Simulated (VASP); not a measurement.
# ScGa2N3 (Immm) in VASP: a series of runs

ScGa2N3 is run at these levels: PBE; tasks: single point, relaxation of cell and atoms.

All numbers are computed with VASP 6.6.1; they aren't measurements. Logs are shortened: lines on timing, memory, paths and dates and some standing lists are left out, and cuts for length are marked.

## (1) The cell of the first run

It takes space group Immm (No. 71, orthorhombic). The conventional cell has a = 3.075 Å, b = 4.459 Å, c = 9.103 Å, α = 90.00°, β = 90.00°, γ = 90.00°. Within 2.9 Å of Sc (site symmetry mmm) lie 6 N at 2.21 to 2.23 Å. Within 2.8 Å of Ga (site symmetry mm2) lie 6 N at 2.10 to 2.23 Å. Within 2.8 Å of N (site symmetry mm2) lie 4 Ga at 2.10 to 2.23 Å and 2 Sc at 2.21 Å. N (site symmetry mmm) has 4 Ga at 2.17 Å and 2 Sc at 2.23 Å within 2.9 Å.

## (2) Single point, PBE

The input, INCAR:

```
SYSTEM = ScGa2N3
PREC = Accurate
ENCUT = 520
EDIFF = 1E-6
ISMEAR = 0
SIGMA = 0.15
LREAL = .FALSE.
LASPH = .TRUE.
NELM = 60
ALGO = Normal
ISIF = 2
LWAVE = .FALSE.
LCHARG = .FALSE.
GGA = PE
NBANDS = 35
```

The input, KPOINTS:

```
Automatic mesh
0
G
  4 4 4
  0 0 0
```

The input, POSCAR:

```
ScGa2N3
1.0
   -1.5374224570      2.2295529898      4.5514646000
    1.5374224570     -2.2295529898      4.5514646000
    1.5374224570      2.2295529898     -4.5514646000
Sc Ga N
1 2 3
Direct
    0.0000000000      0.0000000000      0.0000000000
    0.6687387332      0.6687387332      0.0000000000
    0.3312612668      0.3312612668      0.0000000000
    0.8253055838      0.3253055838      0.5000000000
    0.1746944162      0.6746944162      0.5000000000
    0.5000000000      0.0000000000      0.5000000000
```

Potentials or basis: VASP PAW PBE potentials, release 64 (Sc_sv, Ga_d, N).

Run with:

```bash
$ cat potpaw_PBE.64/Sc_sv/POTCAR potpaw_PBE.64/Ga_d/POTCAR potpaw_PBE.64/N/POTCAR > POTCAR
$ mpirun -np 1 vasp_std > vasp.out
```

OUTCAR:

```text
SYSTEM = ScGa2N3
   PREC = Accurate
   ENCUT = 520
   EDIFF = 1E-6
   ISMEAR = 0
   LREAL = .FALSE.
   LASPH = .TRUE.
   NELM = 60
   ISIF = 2
   GGA = PE

 ion  position               nearest neighbor table
   1  0.000  0.000  0.000-   5 2.21   4 2.21   5 2.21   4 2.21   6 2.23   6 2.23   3 3.02   2 3.02
                             3 3.11   2 3.11   2 3.11   3 3.11   2 3.11   3 3.11   2 3.11   3 3.11
   2  0.669  0.669  0.000-   4 2.10   4 2.10   6 2.17   6 2.17   5 2.23   5 2.23   1 3.02   1 3.11
                             1 3.11   1 3.11   1 3.11
   3  0.331  0.331  0.000-   5 2.10   5 2.10   6 2.17   6 2.17   4 2.23   4 2.23   1 3.02   1 3.11
                             1 3.11   1 3.11   1 3.11
   4  0.825  0.325  0.500-   2 2.10   2 2.10   1 2.21   1 2.21   3 2.23   3 2.23
   5  0.175  0.675  0.500-   3 2.10   3 2.10   1 2.21   1 2.21   2 2.23   2 2.23
   6  0.500  0.000  0.500-   2 2.17   3 2.17   2 2.17   3 2.17   1 2.23   1 2.23

  LATTYP: Found a body centered orthorhombic cell.
 ALAT       =     3.0748449140
 B/A-ratio  =     1.4501889052
 C/A-ratio  =     2.9604514877

  Lattice vectors:

 A1 = (  -1.5374224570,   2.2295529898,   4.5514646000)
 A2 = (   1.5374224570,  -2.2295529898,   4.5514646000)
 A3 = (   1.5374224570,   2.2295529898,  -4.5514646000)

Analysis of symmetry for initial positions (statically):
=====================================================================
 Subroutine PRICEL returns:
 Original cell was already a primitive cell.

 Routine SETGRP: Setting up the symmetry group for a
 body centered orthorhombic supercell.

 Subroutine GETGRP returns: Found  8 space group operations
 (whereof  8 operations were pure point group operations)
 out of a pool of  8 trial point group operations.

The static configuration has the point symmetry D_2h.

Analysis of symmetry for dynamics (positions and initial velocities):
=====================================================================
 Subroutine PRICEL returns:
 Original cell was already a primitive cell.

 Routine SETGRP: Setting up the symmetry group for a
 body centered orthorhombic supercell.

 Subroutine GETGRP returns: Found  8 space group operations
 (whereof  8 operations were pure point group operations)
 out of a pool of  8 trial point group operations.

The dynamic configuration has the point symmetry D_2h.

 Subroutine INISYM returns: Found  8 space group operations
 (whereof  8 operations are pure point group operations),
 and found     1 'primitive' translations

----------------------------------------------------------------------------------------

                                     Primitive cell

  volume of cell :      62.4054

  direct lattice vectors                    reciprocal lattice vectors
    -1.537422457  2.229552990  4.551464600     0.000000000  0.224260200  0.109854749
     1.537422457 -2.229552990  4.551464600     0.325219654  0.000000000  0.109854749
     1.537422457  2.229552990 -4.551464600     0.325219654  0.224260200  0.000000000

  length of vectors
     5.296263244  5.296263244  5.296263244     0.249721251  0.343272325  0.395044885

  position of ions in fractional coordinates (direct lattice)
     0.000000000  0.000000000  0.000000000
     0.668738733  0.668738733  0.000000000
     0.331261267  0.331261267  0.000000000
     0.825305584  0.325305584  0.500000000
     0.174694416  0.674694416  0.500000000
     0.500000000  0.000000000  0.500000000

  ion indices of the primitive-cell ions
   primitive index   ion index
                 1           1
                 2           2
                 3           3
                 4           4
                 5           5
                 6           6

----------------------------------------------------------------------------------------

 KPOINTS: Automatic mesh

Automatic generation of k-mesh.
 Grid dimensions read from file:
 generate k-points for:    4    4    4

 Generating k-lattice:

  Cartesian coordinates                     Fractional coordinates (reciprocal lattice)
     0.000000000  0.056065050  0.027463687     0.250000000  0.000000000 -0.000000000
     0.081304914  0.000000000  0.027463687     0.000000000  0.250000000  0.000000000
     0.081304914  0.056065050  0.000000000    -0.000000000  0.000000000  0.250000000

  Length of vectors
     0.062430313  0.085818081  0.098761221

  Shift w.r.t. Gamma in fractional coordinates (k-lattice)
     0.000000000  0.000000000  0.000000000

 Subroutine IBZKPT returns following result:
 ===========================================

 Found     18 irreducible k-points:

 Following reciprocal coordinates:
            Coordinates               Weight
  0.000000  0.000000  0.000000      1.000000
  0.250000  0.000000 -0.000000      4.000000
  0.500000  0.000000 -0.000000      2.000000
  0.000000  0.250000 -0.000000      4.000000
  0.250000  0.250000 -0.000000      8.000000
  0.500000  0.250000 -0.000000      8.000000
[... 10 lines left out ...]
 -0.250000 -0.250000  0.250000      2.000000
  0.500000  0.500000  0.500000      1.000000
   k-points           NKPTS =     18   k-points in BZ     NKDIM =     18   number of bands    NBANDS=     35
   number of dos      NEDOS =    301   number of ions     NIONS =      6
   total plane-waves  NPLWV =  64000
   dimension x,y,z NGX =    40 NGY =   40 NGZ =   40
   dimension x,y,z NGXF=    80 NGYF=   80 NGZF=   80
   ions per type =               1   2   3
   NGX,Y,Z   is equivalent  to a cutoff of  12.56, 12.56, 12.56 a.u.
   NGXF,Y,Z  is equivalent  to a cutoff of  25.11, 25.11, 25.11 a.u.
 SYSTEM =  ScGa2N3
   PREC   = accura    normal or accurate (medium, high low for compatibility)
   ISTART =      0    job   : 0-new  1-cont  2-samecut
   ICHARG =      2    charge: 1-file 2-atom 10-const
   ISPIN  =      1    spin polarized calculation?
   LNONCOLLINEAR =      F non collinear calculations
   LSORBIT =      F    spin-orbit coupling
   LASPH  =      T    aspherical Exc in radial PAW
   ENCUT  =  520.0 eV  38.22 Ry    6.18 a.u.   9.85  9.85  9.85*2*pi/ulx,y,z
   NELM   =     60;   NELMIN=  2; NELMDL= -5     # of ELM steps
   EDIFF  = 0.1E-05   stopping-criterion for ELM
   LREAL  =      F    real-space projection
[... 7 lines left out ...]
   TEBEG  =    0.0;   TEEND  =   0.0 temperature during run
   PSTRESS=    0.0 pullay stress
   NELECT =      52.0000    total number of electrons
   NUPDOWN=      -1.0000    fix difference up-down
   EMIN   =  10.00;   EMAX   =-10.00  energy-range for DOS
   EFERMI =   0.00;   METHOD = LEGACY
   ISMEAR =     0;   SIGMA  =   0.15  broadening in eV -4-tet -1-fermi 0-gaus
   EFERMI_NEDOS =   21; number of points for ismear=-14 and -15
   IALGO  =     38    algorithm
   IMIX   =      4    mixing-type and parameters
     AMIX     =   0.40;   BMIX     =  1.00
     AMIX_MAG =   1.60;   BMIX_MAG =  1.00
  volume/ion in A,a.u.               =      10.40        70.19
  Fermi-wavevector in a.u.,A,eV,Ry     =   1.540524  2.911169 32.289552  2.373215
  Thomas-Fermi vector in A             =   2.646599
   LORBIT       =      0    0 simple, 1 ext, 2 COOP (PROOUT), +10 PAW based schemes
   GGA     = PE    functional components
   LHFCALC =     F    Hartree Fock is set to
   AEXX    =    0.0000 exact exchange contribution
   IVDW    =     0    specifies the selected vdW correction
   LEPSILON=     F    determine dielectric tensor
   LRPA    =     F    only Hartree local field effects (RPA)
 non-spin polarized calculation
 Gauss-broadening in eV      SIGMA  =   0.15
  energy-cutoff  :      520.00
  volume of cell :       62.41
 maximum number of plane-waves:      1698
   NGX = 19   NGY = 19   NGZ = 19

 number of electron      52.0000011 magnetization

 Free energy of the ion-electron system (eV)
  ---------------------------------------------------
  ext. energy  EPLUGINS =         0.00000000
  ---------------------------------------------------
  free energy    TOTEN  =       -40.56179900 eV

  energy without entropy =      -40.56179900  energy(sigma->0) =      -40.56179900

 E-fermi :   7.3851     XC(G=0): -12.4758

 val. band max:        6.7155121185   @ k =   0.5000   0.5000   0.5000
 cond. band min:       8.2298086207   @ k =   0.0000   0.5000  -0.0000
 fundamental gap:      1.5142965022
 Fermi energy:         7.3851218729

 k-point     1 :       0.0000    0.0000    0.0000
  band No.  band energies     occupation
      1     -41.6438      2.00000
      2     -20.4291      2.00000
      3     -20.3118      2.00000
      4     -20.1188      2.00000
      5      -9.2582      2.00000
      6      -8.1605      2.00000
[... 27 lines left out ...]
     34      14.5683      0.00000
     35      15.8439      0.00000

 k-point     2 :       0.2500    0.0000   -0.0000
  band No.  band energies     occupation
      1     -41.6435      2.00000
      2     -20.4305      2.00000
      3     -20.3329      2.00000
      4     -20.1183      2.00000
      5      -8.8568      2.00000
      6      -8.1090      2.00000
[... 27 lines left out ...]
     34      13.7741      0.00000
     35      15.0100      0.00000

 k-point     3 :       0.5000    0.0000   -0.0000
  band No.  band energies     occupation
      1     -41.6431      2.00000
      2     -20.4319      2.00000
      3     -20.3538      2.00000
      4     -20.1179      2.00000
      5      -8.2980      2.00000
      6      -8.0440      2.00000
[... 27 lines left out ...]
     34      14.1284      0.00000
     35      14.7154      0.00000

 k-point     4 :       0.0000    0.2500   -0.0000
  band No.  band energies     occupation
      1     -41.6208      2.00000
      2     -20.3791      2.00000
      3     -20.3554      2.00000
      4     -20.2876      2.00000
      5      -8.4971      2.00000
      6      -8.2014      2.00000
[... 27 lines left out ...]
     34      15.6934      0.00000
     35      16.8118      0.00000

 k-point     5 :       0.2500    0.2500   -0.0000
  band No.  band energies     occupation
      1     -41.6204      2.00000
      2     -20.3807      2.00000
      3     -20.3541      2.00000
      4     -20.3068      2.00000
      5      -8.1481      2.00000
      6      -8.0917      2.00000
[... 410 lines left out ...]
 k-point    16 :       0.5000   -0.2500    0.2500
  band No.  band energies     occupation
      1     -41.6434      2.00000
      2     -20.4364      2.00000
      3     -20.3333      2.00000
      4     -20.1184      2.00000
      5      -8.3937      2.00000
      6      -8.2213      2.00000
[... 27 lines left out ...]
     34      13.6434      0.00000
     35      15.8230      0.00000

 k-point    17 :      -0.2500   -0.2500    0.2500
  band No.  band energies     occupation
      1     -41.6437      2.00000
      2     -20.4350      2.00000
      3     -20.3121      2.00000
      4     -20.1189      2.00000
      5      -8.9193      2.00000
      6      -8.3250      2.00000
[... 27 lines left out ...]
     34      13.9640      0.00000
     35      16.5989      0.00000

 k-point    18 :       0.5000    0.5000    0.5000
  band No.  band energies     occupation
      1     -41.6437      2.00000
      2     -20.4409      2.00000
      3     -20.3125      2.00000
      4     -20.1190      2.00000
      5      -8.4642      2.00000
      6      -8.3151      2.00000
[... 27 lines left out ...]
     34      13.2423      0.00000
     35      17.1512      0.00000

------------------------ aborting loop because EDIFF is reached ----------------------------------------

  FORCE on cell =-STRESS in cart. coord.  units (eV):
  Direction    XX          YY          ZZ          XY          YZ          ZX
  --------------------------------------------------------------------------------------
  -------------------------------------------------------------------------------------
  Total        0.2602972      0.1769340      0.2563212      0.0000000      0.0000000      0.0000000
  in kB        6.6827910      4.5425491      6.5807118      0.0000000      0.0000000      0.0000000
  external PRESSURE =       5.9353506 kB  Pullay stress =       0.0000000 kB

 VOLUME and BASIS-vectors are now :
 -----------------------------------------------------------------------------
  energy-cutoff  :      520.00
  volume of cell :       62.41
      direct lattice vectors                 reciprocal lattice vectors
    -1.537422457  2.229552990  4.551464600     0.000000000  0.224260200  0.109854749
     1.537422457 -2.229552990  4.551464600     0.325219654  0.000000000  0.109854749
     1.537422457  2.229552990 -4.551464600     0.325219654  0.224260200  0.000000000

 POSITION                                       TOTAL-FORCE (eV/Angst)
 -----------------------------------------------------------------------------------
      0.00000      0.00000      0.00000        -0.000000     -0.000000     -0.000000
      0.00000      0.00000      6.08748        -0.000000      0.000000     -0.032652
      0.00000      0.00000      3.01545         0.000000     -0.000000      0.032652
      0.00000      2.22955      2.96123        -0.000000      0.000000     -0.040146
      1.53742      0.00000      1.59023         0.000000     -0.000000      0.040146
      0.00000      2.22955      0.00000        -0.000000     -0.000000     -0.000000
 -----------------------------------------------------------------------------------
    total drift:                                0.000000     -0.000000      0.000000

  FREE ENERGIE OF THE ION-ELECTRON SYSTEM (eV)
  ---------------------------------------------------
  free  energy   TOTEN  =       -40.5617990049 eV

  energy  without entropy=      -40.5617990049  energy(sigma->0) =      -40.56179900
```

Run time: 95 s. Hardware: 1 thread of Oxide Virtual Turin-like, shared host; peak memory 0.22 GiB.

Results:

```
Free energy            : -40.5618 eV
Pressure               : 0.6 GPa
Largest force          : 0.040 eV/Å
Band gap on the k mesh : 1.51 eV, indirect (least direct gap 1.53 eV)
```

Forces on the atoms (eV/Å):
```
Sc   0.000  0.000  0.000
Ga   0.000  0.000 -0.033
Ga   0.000  0.000  0.033
N    0.000  0.000 -0.040
N    0.000  0.000  0.040
N    0.000  0.000  0.000
```

Levels at points of the mesh, in eV from the valence-band top:
| k point | band 23 | band 24 | band 25 | band 26 | band 27 | band 28 | band 29 | band 30 |
| --- | --- | --- | --- | --- | --- | --- | --- | --- |
| (0.00, 0.00, 0.00) | -0.92 | -0.26 | -0.20 | -0.01 | 1.52 | 3.09 | 3.90 | 4.05 |
| (0.50, 0.00, 0.00) | -0.98 | -0.90 | -0.87 | -0.79 | 2.59 | 4.01 | 4.17 | 4.84 |
| (0.00, 0.50, 0.00) | -2.72 | -2.72 | -0.94 | -0.48 | 1.51 | 2.30 | 3.19 | 5.13 |
| (0.50, 0.50, 0.00) | -2.55 | -1.52 | -1.03 | -0.72 | 3.64 | 4.04 | 4.44 | 5.02 |
| (0.50, 0.50, 0.50) | -1.89 | -1.49 | -0.68 | 0.00 | 1.80 | 2.62 | 3.88 | 3.92 |

Caveat: the k points lie up to 0.62 Å⁻¹ apart.

## (3) Relaxation of cell and atoms, PBE

This run uses another cell than the first one, of 12.33 Å³/atom, 1.185 times its volume.

The input, INCAR:

```
  ALGO = Normal
  EDIFF = 1E-7
  EDIFFG = -0.08
  ENCUT = 600
  GGA = PE
  IBRION = 2
  ISIF = 3
  ISMEAR = 0
  LASPH = T
  LCHARG = F
  LREAL = F
  LWAVE = F
  NELM = 80
  NSW = 36
  PREC = Accurate
  SIGMA = 0.15
```

The input, KPOINTS:

```
k-points
0
Gamma
  4 4 4
```

The input, POSCAR:

```
ScGa2N3
1.0
   -1.6330329700      2.3117623000      4.8990989000
    1.6330329700     -2.3117623000      4.8990989000
    1.6330329700      2.3117623000     -4.8990989000
Sc Ga N
1 2 3
Direct
    0.0000000000      0.0000000000      0.0000000000
    0.6667000000      0.6667000000      0.0000000000
    0.3333000000      0.3333000000      0.0000000000
    0.8333000000      0.3333000000      0.5000000000
    0.1667000000      0.6667000000      0.5000000000
    0.5000000000      0.0000000000      0.5000000000
```

Potentials or basis: VASP PAW PBE potentials, release 64 (Sc_sv, Ga_d, N).

Run with:

```bash
$ cat potpaw_PBE.64/Sc_sv/POTCAR potpaw_PBE.64/Ga_d/POTCAR potpaw_PBE.64/N/POTCAR > POTCAR
$ mpirun -np 1 vasp_std > vasp.out
```

It took 14 min on 1 thread of Oxide Virtual Turin-like, shared host; peak memory 0.34 GiB.

It converged, with:

```
Free energy                            : -40.5849 eV
Relaxed volume                         : 10.44 Å³/atom
Relaxed cell                           : a = 5.308 Å, b = 5.308 Å, c = 5.308 Å, α = 146.18°, β = 130.52°, γ = 61.28°
Space group after relaxing (to 0.05 Å) : Immm (No. 71)
Energy gained by relaxing              : 175.5 meV/atom
Ionic steps                            : 8
Pressure after relaxing                : -0.4 GPa
Largest force after relaxing           : 0.028 eV/Å
Band gap on the k mesh                 : 1.48 eV, indirect (the least direct gap lies 0.8 meV higher)
```

Forces on the atoms (eV/Å):
```
Sc   0.000  0.000  0.000
Ga   0.000  0.000 -0.004
Ga   0.000  0.000  0.004
N    0.000  0.000  0.028
N    0.000  0.000 -0.028
N    0.000  0.000  0.000
```

Stress tensor (GPa, compression positive):
```
-1.06  0.00  0.00
 0.00  0.33  0.00
 0.00  0.00 -0.61
```

The path:
```
step  energy change (eV)  largest force (eV/Å)  pressure (GPa)  volume (Å³)
   1              0.0000                0.6692          -22.46        73.98
   2             -0.6407                0.9795           23.14        56.97
   3             -0.9875                0.9468            0.57        62.42
   4             -0.9873                0.9497            1.27        62.21
   5             -1.0460                0.1907            1.36        62.07
   6             -1.0485                0.0405            1.48        62.04
   7             -1.0525                0.0349           -1.17        62.88
   8             -1.0532                0.0283           -0.45        62.64
```

Final structure:
```cif
data_structure
_symmetry_space_group_name_H-M 'P 1'
_symmetry_Int_Tables_number 1
_cell_length_a 5.3076
_cell_length_b 5.3076
_cell_length_c 5.3076
_cell_angle_alpha 146.179
_cell_angle_beta 130.524
_cell_angle_gamma 61.279
_cell_volume 62.64
loop_
_atom_site_label
_atom_site_type_symbol
_atom_site_fract_x
_atom_site_fract_y
_atom_site_fract_z
_atom_site_occupancy
Sc1 Sc 0.00000 0.00000 0.00000 1
Ga1 Ga 0.66863 0.66863 0.00000 1
Ga2 Ga 0.33137 0.33137 0.00000 1
N1 N 0.82493 0.32493 0.50000 1
N2 N 0.17507 0.67507 0.50000 1
N3 N 0.50000 0.00000 0.50000 1
```

Levels at points of the mesh, in eV from the valence-band top:
```
           k point  band 24  band 25  band 26  band 27  band 28  band 29
(0.00, 0.00, 0.00)    -0.23    -0.19     0.00     1.48     3.07     3.88
(0.50, 0.00, 0.00)    -0.90    -0.84    -0.75     2.59     4.00     4.18
(0.00, 0.50, 0.00)    -2.66    -0.90    -0.47     1.53     2.32     3.17
(0.50, 0.50, 0.00)    -1.51    -1.02    -0.69     3.67     4.09     4.47
(0.50, 0.50, 0.50)    -1.45    -0.65     0.00     1.81     2.58     3.85
```

Caveat: the k points lie up to 0.62 Å⁻¹ apart in the final cell; the volume moved by over 15 % at a fixed basis, so the end points are rough; the relaxation stopped at a loose force limit of 0.08 eV/Å, so its end isn't a converged minimum. Expect the measured gap to be larger: semilocal functionals such as PBE lack the derivative discontinuity.
